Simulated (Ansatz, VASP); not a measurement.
**SrTiO3: VASP beside Ansatz**

File INCAR:

```
SYSTEM = SrTiO3
ALGO = Normal ; EDIFF = 1E-6
ENCUT = 520 ; ISIF = 2
ISMEAR = 0 ; LASPH = .True.
LCHARG = .False. ; LREAL = .False.
LWAVE = .False. ; NBANDS = 28
NELM = 100 ; PREC = Accurate
SIGMA = 0.01
```

Contents of KPOINTS:

```
k-points
0
Gamma
  6 6 6
  0 0 0
```

The input POSCAR:

```
SrTiO3
1.0
    3.7969539023      0.0000000000      0.0000000000
    0.0000000000      3.7969539023      0.0000000000
    0.0000000000      0.0000000000      3.7969539023
Sr Ti O
1 1 3
Direct
    0.5000000000      0.5000000000      0.5000000000
    0.0000000000      0.0000000000      0.0000000000
    0.5000000000      0.0000000000      0.0000000000
    0.0000000000      0.5000000000      0.0000000000
    0.0000000000      0.0000000000      0.5000000000
```

Input for Ansatz:

```yaml
crystal:
  lattice:
    - [3.79695390226, 0.0, 0.0]
    - [0.0, 3.79695390226, 0.0]
    - [0.0, 0.0, 3.79695390226]
  atoms:
    - { symbol: Sr, position: [0.5, 0.5, 0.5] }
    - { symbol: Ti, position: [0.0, 0.0, 0.0] }
    - { symbol: O, position: [0.5, 0.0, 0.0] }
    - { symbol: O, position: [0.0, 0.5, 0.0] }
    - { symbol: O, position: [0.0, 0.0, 0.5] }
kpoints:
  mp_grid: { grid: [6, 6, 6] }
scf:
  occupations: { method: fixed }
  convergence: { dr2_threshold: 1.0e-10 }
hamiltonian:
  xc: lda
  pseudopotentials: { kind: all_electron, lapw: { basis_error: 0.0005 } }
output:
  forces: true
  stress: true
  eigenstates:
    kpoints:
      - [0.0, 0.0, 0.0]
      - [0.5, 0.5, 0.5]
      - [-0.5, -0.5, 0.0]
      - [-0.5, 0.0, -0.5]
      - [0.0, -0.5, -0.5]
      - [0.0, -0.5, 0.0]
      - [0.0, 0.0, -0.5]
      - [-0.5, 0.0, 0.0]
  eigenvalues: true
```

Alike in both runs: task single point; functional LDA; k mesh 6 × 6 × 6; no spin polarisation.

```csv
,VASP,Ansatz
version,VASP 6.6.1,Ansatz 0.2.0
potentials or method,"VASP PAW LDA potentials, release 64 (Sr_sv, Ti_sv, O), cutoff 520 eV","all-electron LAPW, scalar-relativistic"
occupations,"gaussian, width 0.01 eV",fixed
```

Ansatz gave:

| Quantity | Value |
| --- | --- |
| gap on the k mesh at the Fermi level (eV) | 1.92 |
| pressure (GPa) | 10.1 |

Task: Which values does VASP return?

Result: gap on the k mesh at the Fermi level (eV): 1.88; pressure (GPa): 11.3.

LDA's correlation is that of Perdew and Zunger in VASP and of Perdew and Wang (1992) in Ansatz. Ansatz ran all-electron here, and VASP with PAW potentials. Ansatz's warnings: metallic iterate.
